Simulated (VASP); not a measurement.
# Tl (I4/mmm) in VASP: further runs

Runs on Tl. Level: PBE+D3(BJ). Tasks: single point.

Everything below comes from runs of VASP 6.6.1. Logs are shortened: lines on timing, memory, paths and dates and some standing lists are left out, and cuts for length are marked.

### 1 The cell of the first run

It takes space group I4/mmm (No. 139, tetragonal). The conventional cell has a = 3.488 Å, b = 3.488 Å, c = 4.859 Å, α = 90.00°, β = 90.00°, γ = 90.00°. Tl (site symmetry 4/mmm) has 12 Tl at 3.46 to 3.49 Å within 4.6 Å.

### 2 Single point, PBE+D3(BJ) (strain +0.000 along x and y, -0.015 along z)

INCAR reads:

```
SYSTEM = Tl
  PREC = Accurate
  ENCUT = 520
  EDIFF = 1E-7
  ISMEAR = 0
  SIGMA = 0.15
  LREAL = .False.
  LASPH = .True.
  NELM = 80
  ALGO = Fast
  ISIF = 2
  LWAVE = .False.
  LCHARG = .False.
  GGA = PE
  IVDW = 12
  NBANDS = 12
```

KPOINTS reads:

```
Automatic mesh
0
Gamma
  16 16 16
  0 0 0
```

POSCAR reads:

```
Tl
1.0
    0.0000000000      2.4663412330      2.4293461145
    2.4663412330      0.0000000000      2.4293461145
    2.4663412330      2.4663412330      0.0000000000
Tl
1
Direct
    0.0000000000      0.0000000000      0.0000000000
```

Potentials or basis: VASP PAW PBE potentials, release 64 (Tl_d).

Run with:

```console
> cat potpaw_PBE.64/Tl_d/POTCAR > POTCAR
> mpirun -np 1 vasp_std > vasp.out
```

OUTCAR:

```text
SYSTEM = Tl
   PREC = Accurate
   ENCUT = 520
   EDIFF = 1E-7
   ISMEAR = 0
   LREAL = .False.
   LASPH = .True.
   NELM = 80
   ISIF = 2
   GGA = PE
   IVDW = 12
 IVDW          = 12

 ion  position               nearest neighbor table
   1  0.000  0.000  0.000-

  LATTYP: Found a body centered tetragonal cell.
 ALAT       =     3.4879332211
 C/A-ratio  =     1.3930003589

  Lattice vectors:

 A1 = (   0.0000000000,  -2.4663412330,  -2.4293461145)
 A2 = (   0.0000000000,   2.4663412330,  -2.4293461145)
 A3 = (   2.4663412330,   0.0000000000,   2.4293461145)

Analysis of symmetry for initial positions (statically):
=====================================================================
 Subroutine PRICEL returns:
 Original cell was already a primitive cell.

 Routine SETGRP: Setting up the symmetry group for a
 body centered tetragonal supercell.

 Subroutine GETGRP returns: Found 16 space group operations
 (whereof 16 operations were pure point group operations)
 out of a pool of 16 trial point group operations.

The static configuration has the point symmetry D_4h.

Analysis of symmetry for dynamics (positions and initial velocities):
=====================================================================
 Subroutine PRICEL returns:
 Original cell was already a primitive cell.

 Routine SETGRP: Setting up the symmetry group for a
 body centered tetragonal supercell.

 Subroutine GETGRP returns: Found 16 space group operations
 (whereof 16 operations were pure point group operations)
 out of a pool of 16 trial point group operations.

The dynamic configuration has the point symmetry D_4h.

 Subroutine INISYM returns: Found 16 space group operations
 (whereof 16 operations are pure point group operations),
 and found     1 'primitive' translations

----------------------------------------------------------------------------------------

                                     Primitive cell

  volume of cell :      29.5546

  direct lattice vectors                    reciprocal lattice vectors
     0.000000000  2.466341233  2.429346114    -0.202729449  0.202729449  0.205816700
     2.466341233  0.000000000  2.429346114     0.202729449 -0.202729449  0.205816700
     2.466341233  2.466341233  0.000000000     0.202729449  0.202729449 -0.205816700

  length of vectors
     3.461872560  3.461872560  3.487933221     0.352929133  0.352929133  0.352929133

  position of ions in fractional coordinates (direct lattice)
     0.000000000  0.000000000  0.000000000

  ion indices of the primitive-cell ions
   primitive index   ion index
                 1           1

----------------------------------------------------------------------------------------

 KPOINTS: Automatic mesh

Automatic generation of k-mesh.
 Grid dimensions read from file:
 generate k-points for:   16   16   16

 Generating k-lattice:

  Cartesian coordinates                     Fractional coordinates (reciprocal lattice)
    -0.012670591  0.012670591  0.012863544     0.062500000  0.000000000  0.000000000
     0.012670591 -0.012670591  0.012863544     0.000000000  0.062500000  0.000000000
     0.012670591  0.012670591 -0.012863544     0.000000000  0.000000000  0.062500000

  Length of vectors
     0.022058071  0.022058071  0.022058071

  Shift w.r.t. Gamma in fractional coordinates (k-lattice)
     0.000000000  0.000000000  0.000000000

 Subroutine IBZKPT returns following result:
 ===========================================

 Found    349 irreducible k-points:

 Following reciprocal coordinates:
            Coordinates               Weight
  0.000000  0.000000  0.000000      1.000000
  0.062500  0.000000  0.000000      8.000000
  0.125000  0.000000  0.000000      8.000000
  0.187500  0.000000  0.000000      8.000000
  0.250000  0.000000  0.000000      8.000000
  0.312500  0.000000  0.000000      8.000000
[... 16 lines left out ...]
 -0.125000  0.062500  0.000000      8.000000
 -0.062500  0.062500  0.000000      4.000000
 [... further k-points ...]
   k-points           NKPTS =    349   k-points in BZ     NKDIM =    349   number of bands    NBANDS=     12
   number of dos      NEDOS =    301   number of ions     NIONS =      1
   total plane-waves  NPLWV =  21952
   dimension x,y,z NGX =    28 NGY =   28 NGZ =   28
   dimension x,y,z NGXF=    56 NGYF=   56 NGZF=   56
   ions per type =               1
   NGX,Y,Z   is equivalent  to a cutoff of  13.45, 13.45, 13.35 a.u.
   NGXF,Y,Z  is equivalent  to a cutoff of  26.89, 26.89, 26.69 a.u.
 SYSTEM =  Tl
   PREC   = accura    normal or accurate (medium, high low for compatibility)
   ISTART =      0    job   : 0-new  1-cont  2-samecut
   ICHARG =      2    charge: 1-file 2-atom 10-const
   ISPIN  =      1    spin polarized calculation?
   LNONCOLLINEAR =      F non collinear calculations
   LSORBIT =      F    spin-orbit coupling
   LASPH  =      T    aspherical Exc in radial PAW
   ENCUT  =  520.0 eV  38.22 Ry    6.18 a.u.   6.44  6.44  6.49*2*pi/ulx,y,z
   NELM   =     80;   NELMIN=  2; NELMDL= -5     # of ELM steps
   EDIFF  = 0.1E-06   stopping-criterion for ELM
   LREAL  =      F    real-space projection
   EDIFFG = 0.1E-05   stopping-criterion for IOM
   NSW    =      0    number of steps for IOM
   IBRION =     -1    ionic relax: 0-MD 1-quasi-New 2-CG
   NFREE  =      0    steps in history (QN), initial steepest desc. (CG)
   ISIF   =      2    stress and relaxation
   ISYM   =      2    0-nonsym 1-usesym 2-fastsym
   POTIM  = 0.5000    time-step for ionic-motion
   TEBEG  =    0.0;   TEEND  =   0.0 temperature during run
   PSTRESS=    0.0 pullay stress
   NELECT =      13.0000    total number of electrons
   NUPDOWN=      -1.0000    fix difference up-down
   EMIN   =  10.00;   EMAX   =-10.00  energy-range for DOS
   EFERMI =   0.00;   METHOD = LEGACY
   ISMEAR =     0;   SIGMA  =   0.15  broadening in eV -4-tet -1-fermi 0-gaus
   EFERMI_NEDOS =   21; number of points for ismear=-14 and -15
   IALGO  =     68    algorithm
   IMIX   =      4    mixing-type and parameters
     AMIX     =   0.40;   BMIX     =  1.00
     AMIX_MAG =   1.60;   BMIX_MAG =  1.00
  volume/ion in A,a.u.               =      29.55       199.44
  Fermi-wavevector in a.u.,A,eV,Ry     =   1.245033  2.352770 21.090474  1.550106
  Thomas-Fermi vector in A             =   2.379273
   LORBIT       =      0    0 simple, 1 ext, 2 COOP (PROOUT), +10 PAW based schemes
   GGA     = PE    functional components
   LHFCALC =     F    Hartree Fock is set to
   AEXX    =    0.0000 exact exchange contribution
   IVDW    =    12    specifies the selected vdW correction
   LEPSILON=     F    determine dielectric tensor
   LRPA    =     F    only Hartree local field effects (RPA)
 non-spin polarized calculation
 RMM-DIIS sequential band-by-band and
 Gauss-broadening in eV      SIGMA  =   0.15
  energy-cutoff  :      520.00
  volume of cell :       29.55
 maximum number of plane-waves:       825
 NGX is ok and might be reduce to    28
   NGX = 13   NGY = 13   NGZ = 13

 number of electron      12.9999998 magnetization

 Free energy of the ion-electron system (eV)
  ---------------------------------------------------
  ext. energy  EPLUGINS =         0.00000000
  ---------------------------------------------------
  free energy    TOTEN  =        -2.20232890 eV

  energy without entropy =       -2.19548783  energy(sigma->0) =       -2.19890837

 E-fermi :   6.2192     XC(G=0): -10.0281

 val. band max:        6.1899969559   @ k =  -0.3125   0.4375   0.1875
 cond. band min:       6.2199293237   @ k =   0.3750   0.0000   0.0625
 fundamental gap:      0.0299323678
 Fermi energy:         6.2191941583

 k-point     1 :       0.0000    0.0000    0.0000
  band No.  band energies     occupation
      1      -5.3468      2.00000
      2      -5.3468      2.00000
      3      -5.3175      2.00000
      4      -5.0977      2.00000
      5      -5.0696      2.00000
      6      -3.5907      2.00000
      7      16.2127      0.00000
      8      16.2513      0.00000
      9      16.2513      0.00000
     10      17.1404      0.00000
     11      20.1811      0.00000
     12      21.0170      0.00000

 k-point     2 :       0.0625    0.0000    0.0000
  band No.  band energies     occupation
      1      -5.3459      2.00000
      2      -5.3368      2.00000
      3      -5.3113      2.00000
      4      -5.0987      2.00000
      5      -5.0717      2.00000
      6      -3.5095      2.00000
      7      15.2116      0.00000
      8      16.1400      0.00000
      9      16.1505      0.00000
     10      17.0762      0.00000
     11      20.4940      0.00000
     12      21.1873      0.00000

 k-point     3 :       0.1250    0.0000    0.0000
  band No.  band energies     occupation
      1      -5.3527      2.00000
      2      -5.3126      2.00000
      3      -5.2910      2.00000
      4      -5.0971      2.00000
      5      -5.0737      2.00000
      6      -3.2619      2.00000
      7      13.2590      0.00000
      8      15.8799      0.00000
      9      15.9073      0.00000
     10      17.0250      0.00000
     11      20.6055      0.00000
     12      21.5144      0.00000

 k-point     4 :       0.1875    0.0000    0.0000
  band No.  band energies     occupation
      1      -5.3744      2.00000
      2      -5.2912      2.00000
      3      -5.2692      2.00000
      4      -5.0789      2.00000
      5      -5.0628      2.00000
      6      -2.8411      2.00000
      7      11.1912      0.00000
      8      15.5060      0.00000
      9      15.5844      0.00000
     10      16.9680      0.00000
     11      20.0785      0.00000
     12      20.9386      0.00000

 k-point     5 :       0.2500    0.0000    0.0000
  band No.  band energies     occupation
      1      -5.4083      2.00000
      2      -5.2892      2.00000
      3      -5.2650      2.00000
      4      -5.0326      2.00000
      5      -5.0259      2.00000
      6      -2.2459      2.00000
      7       9.1864      0.00000
      8      15.0944      0.00000
      9      15.2273      0.00000
     10      16.8932      0.00000
     11      19.4396      0.00000
     12      20.3875      0.00000
[... 228 lines left out ...]
      1      -5.4122      2.00000
      2      -5.2790      2.00000
      3      -5.2675      2.00000
      4      -5.0521      2.00000
      5      -4.9858      2.00000
      6      -1.9457      2.00000
      7       8.6222      0.00000
      8      13.7434      0.00000
      9      15.5290      0.00000
     10      17.1831      0.00000
     11      18.7838      0.00000
     12      19.8240      0.00000

 k-point    22 :      -0.1875    0.0625    0.0000
  band No.  band energies     occupation
      1      -5.3826      2.00000
      2      -5.2758      2.00000
      3      -5.2604      2.00000
      4      -5.1037      2.00000
      5      -5.0285      2.00000
      6      -2.5941      2.00000
      7      10.5750      0.00000
      8      14.0428      0.00000
      9      16.0428      0.00000
     10      17.3915      0.00000
     11      19.1717      0.00000
     12      20.1854      0.00000

 k-point    23 :      -0.1250    0.0625    0.0000
  band No.  band energies     occupation
      1      -5.3640      2.00000
      2      -5.2968      2.00000
      3      -5.2691      2.00000
      4      -5.1188      2.00000
      5      -5.0534      2.00000
      6      -3.0714      2.00000
      7      12.5950      0.00000
      8      14.4462      0.00000
      9      16.3694      0.00000
     10      17.3829      0.00000
     11      19.7884      0.00000
     12      20.7335      0.00000

 k-point    24 :      -0.0625    0.0625    0.0000
  band No.  band energies     occupation
      1      -5.3551      2.00000
      2      -5.3243      2.00000
      3      -5.2889      2.00000
      4      -5.1108      2.00000
      5      -5.0640      2.00000
      6      -3.3749      2.00000
      7      14.4087      0.00000
      8      15.0849      0.00000
      9      16.4007      0.00000
     10      17.2058      0.00000
     11      20.3423      0.00000
     12      21.0921      0.00000

 [... further k-points ...]

------------------------ aborting loop because EDIFF is reached ----------------------------------------

 Edisp (eV)   -0.33128

 E8    (eV) :    -0.1732

  FORCE on cell =-STRESS in cart. coord.  units (eV):
  Direction    XX          YY          ZZ          XY          YZ          ZX
  --------------------------------------------------------------------------------------
  -------------------------------------------------------------------------------------
  Total      -0.06810    -0.06810    -0.06090     0.00000     0.00000    -0.00000
  in kB      -3.69163    -3.69163    -3.30157     0.00000     0.00000    -0.00000
  external pressure =       -3.56 kB  Pullay stress =        0.00 kB

 VOLUME and BASIS-vectors are now :
 -----------------------------------------------------------------------------
  energy-cutoff  :      520.00
  volume of cell :       29.55
      direct lattice vectors                 reciprocal lattice vectors
     0.000000000  2.466341233  2.429346114    -0.202729449  0.202729449  0.205816700
     2.466341233  0.000000000  2.429346114     0.202729449 -0.202729449  0.205816700
     2.466341233  2.466341233  0.000000000     0.202729449  0.202729449 -0.205816700

 POSITION                                       TOTAL-FORCE (eV/Angst)
 -----------------------------------------------------------------------------------
      0.00000      0.00000      0.00000        -0.000000      0.000000      0.000000
 -----------------------------------------------------------------------------------
    total drift:                               -0.000000     -0.000000     -0.000000

  FREE ENERGIE OF THE ION-ELECTRON SYSTEM (eV)
  ---------------------------------------------------
  free  energy   TOTEN  =        -2.5336055149 eV

  energy  without entropy=       -2.5267644383  energy(sigma->0) =       -2.53018498
```

It took 2.6 min on 1 thread of Oxide Virtual Turin-like, shared host; peak memory 0.22 GiB.

Results:

```
Free energy                : -2.5336 eV
Pressure                   : -0.4 GPa
Band gap on the k mesh     : zero (an odd number of electrons rules out a gap without spin polarisation)
Dispersion energy per atom : -0.331 eV
```

Caveat: the cell differs from its parent crystal (strain +0.000 along x and y, -0.015 along z); spin-orbit coupling is left out, which moves the levels of the heavy elements.

### 3 Single point, PBE+D3(BJ) (strain -0.015 along x and y, +0.030 along z)

INCAR reads:

```
  PREC = Accurate
  ENCUT = 520
  EDIFF = 1E-7
  ISMEAR = 0
  SIGMA = 0.15
  LREAL = False
  LASPH = True
  NELM = 80
  ALGO = Normal
  ISIF = 2
  LWAVE = False
  LCHARG = False
  GGA = PE
  IVDW = 12
  NBANDS = 12
```

KPOINTS reads:

```
Automatic mesh
0
Gamma
  16 16 16
```

POSCAR reads:

```
Tl
1.0
    0.0000000000      2.4293461145      2.5403314700
    2.4293461145      0.0000000000      2.5403314700
    2.4293461145      2.4293461145      0.0000000000
Tl
1
Direct
    0.0000000000      0.0000000000      0.0000000000
```

Potentials or basis: VASP PAW PBE potentials, release 64 (Tl_d).

Run with:

```console
> cat potpaw_PBE.64/Tl_d/POTCAR > POTCAR
> mpirun -np 1 vasp_std > vasp.out
```

OUTCAR:

```text
PREC = Accurate
   ENCUT = 520
   EDIFF = 1E-7
   ISMEAR = 0
   LREAL = False
   LASPH = True
   NELM = 80
   ISIF = 2
   GGA = PE
   IVDW = 12
 IVDW          = 12

 ion  position               nearest neighbor table
   1  0.000  0.000  0.000-

  LATTYP: Found a body centered tetragonal cell.
 ALAT       =     3.4356142228
 C/A-ratio  =     1.4788223038

  Lattice vectors:

 A1 = (  -2.4293461145,   0.0000000000,   2.5403314700)
 A2 = (   2.4293461145,   0.0000000000,   2.5403314700)
[... 539 lines left out ...]
     11      20.2036      0.00000
     12      20.8009      0.00000

 [... further k-points ...]

------------------------ aborting loop because EDIFF is reached ----------------------------------------

 Edisp (eV)   -0.32635

 E8    (eV) :    -0.1706

  FORCE on cell =-STRESS in cart. coord.  units (eV):
  Direction    XX          YY          ZZ          XY          YZ          ZX
  --------------------------------------------------------------------------------------
  -------------------------------------------------------------------------------------
  Total      -0.15882    -0.15882    -0.11530     0.00000     0.00000     0.00000
  in kB      -8.48606    -8.48606    -6.16060     0.00000     0.00000     0.00000
  external pressure =       -7.71 kB  Pullay stress =        0.00 kB

 VOLUME and BASIS-vectors are now :
 -----------------------------------------------------------------------------
  energy-cutoff  :      520.00
  volume of cell :       29.98
      direct lattice vectors                 reciprocal lattice vectors
     0.000000000  2.429346114  2.540331470    -0.205816700  0.205816700  0.196824708
     2.429346114  0.000000000  2.540331470     0.205816700 -0.205816700  0.196824708
     2.429346114  2.429346114  0.000000000     0.205816700  0.205816700 -0.196824708

 POSITION                                       TOTAL-FORCE (eV/Angst)
 -----------------------------------------------------------------------------------
      0.00000      0.00000      0.00000         0.000000      0.000000     -0.000000
 -----------------------------------------------------------------------------------
    total drift:                               -0.000000      0.000000     -0.000000

  FREE ENERGIE OF THE ION-ELECTRON SYSTEM (eV)
  ---------------------------------------------------
  free  energy   TOTEN  =        -2.5331697967 eV

  energy  without entropy=       -2.5272884710  energy(sigma->0) =       -2.53022913
```

OSZICAR:

```text
N       E                     dE             d eps       ncg     rms          rms(c)
DAV:   1     0.505791207276E+02    0.50579E+02   -0.66746E+03  8920   0.934E+02
DAV:   2    -0.162655993239E+01   -0.52206E+02   -0.51185E+02  9428   0.211E+02
DAV:   3    -0.222772960627E+01   -0.60117E+00   -0.60058E+00 10108   0.206E+01
DAV:   4    -0.223057046530E+01   -0.28409E-02   -0.28407E-02  9868   0.163E+00
DAV:   5    -0.223060610171E+01   -0.35636E-04   -0.35636E-04 10192   0.177E-01    0.190E+00
DAV:   6    -0.221027690226E+01    0.20329E-01   -0.33314E-02  9684   0.170E+00    0.136E+00
DAV:   7    -0.220694900235E+01    0.33279E-02   -0.11224E-02  9676   0.981E-01    0.578E-01
DAV:   8    -0.220681270022E+01    0.13630E-03   -0.47002E-04  9864   0.204E-01    0.319E-02
DAV:   9    -0.220681645171E+01   -0.37515E-05   -0.53258E-06  9784   0.224E-02    0.113E-02
DAV:  10    -0.220681912698E+01   -0.26753E-05   -0.20958E-06  9848   0.135E-02    0.934E-04
DAV:  11    -0.220681911085E+01    0.16132E-07   -0.48056E-08  6496   0.157E-03
   1 F= -.25331698E+01 E0= -.25302291E+01  d E =-.588133E-02
```

stdout:

```text
POSCAR found type information on POSCAR Tl
 POSCAR found :  1 types and       1 ions
 scaLAPACK will be used
 LDA part: xc-table for (Slater+PW92), standard interpolation
 POSCAR, INCAR and KPOINTS ok, starting setup
 FFT: planning ... GRIDC
 FFT: planning ... GRID_SOFT
 FFT: planning ... GRID
 WAVECAR not read
 entering main loop
```

Run time: 2.2 min. Hardware: 1 thread of Oxide Virtual Turin-like, shared host; peak memory 0.22 GiB.

Results:

```yaml
Free_energy: -2.5332 eV
Pressure: -0.8 GPa
Band_gap_on_the_k_mesh: zero (an odd number of electrons rules out a gap without spin polarisation)
Dispersion_energy_per_atom: -0.326 eV
```

Caveat: the cell differs from its parent crystal (strain -0.015 along x and y, +0.030 along z); spin-orbit coupling is left out, which moves the levels of the heavy elements.

(Continued in part 2 of 2.)

The gap in the log of VASP goes by the Fermi energy; the results here count the filled bands.